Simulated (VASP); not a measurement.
Runs of VASP 6.6.1 on I. The structure is that of space group Immm (No. 71), or close to it. The cells are those of the table. 

| task | cell | cutoff (eV) | gap on the mesh (eV) | pressure (GPa) |
| --- | --- | --- | --- | --- |
| single point | a = 4.545, b = 4.545, c = 2.893 Å, angles 108.1, 108.1, 113.2°, 1 atom | 520 | none | -0.2 |
| single point | a = 4.530, b = 4.530, c = 2.715 Å, angles 106.5, 106.5, 116.6°, 1 atom | 520 | none | 5.6 |
| relaxation of cell and atoms | relaxed from a = 4.492, b = 4.492, c = 2.880 Å, angles 108.5, 108.5, 111.2°, 1 atom | 600 | none | 0.0 |
| single point | a = 4.348, b = 4.348, c = 2.874 Å, angles 109.1, 109.1, 109.8°, 1 atom | 520 | none | (a) |

Alike in all rows: level PBEsol; potentials or basis VASP PAW PBE potentials, release 64 (I); no spin polarisation; k mesh 12 × 12 × 18; smearing gaussian 0.1 eV.

Question: Fill in the values left out.

Answer: (a) 0.4.

Caveats: the PAW data sets were made with another functional, which shifts forces and pressure a little; spin-orbit coupling is left out, which moves the levels of the heavy elements; an odd number of electrons without spin polarisation forces a metal; a magnetic or distorted state may lie lower; the stress differs along the axes, from -0 to 13 GPa (at least some runs).

A k mesh can miss the band edges, and the runs leave out spin-orbit coupling on I.

A gap of «none» marks levels without a gap at the run's occupations.
